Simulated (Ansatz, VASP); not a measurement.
**Nb: VASP beside Ansatz**

```
Nb
1.0
    -1.88885    1.88907    1.36225
     1.88907   -1.88885    1.36225
     3.44727    3.44727   -1.36186
Nb
2
Direct
  0.00009 0.99991 0.00000
  0.74991 0.25009 0.50000
```

Alike in both runs: task single point; functional PBE; k mesh 15 × 15 × 7; occupations fermi-dirac, width 0.1 eV; no spin polarisation.

|  | VASP | Ansatz |
| --- | --- | --- |
| version | VASP 6.6.1 | Ansatz 0.2.0 |
| potentials or method | VASP PAW PBE potentials, release 64 (Nb_sv), cutoff 500 eV | plane waves (420 eV) with PAW, scalar-relativistic |
| valence electrons in the cell | 26 | 26 |

Ansatz gave:

* pressure (GPa): 7.3
* traceless stress, the component that is largest in VASP (GPa): 0.32

What did VASP give for the same quantities?

Pressure (GPa): 7.0; traceless stress, the component that is largest in VASP (GPa): 0.36.
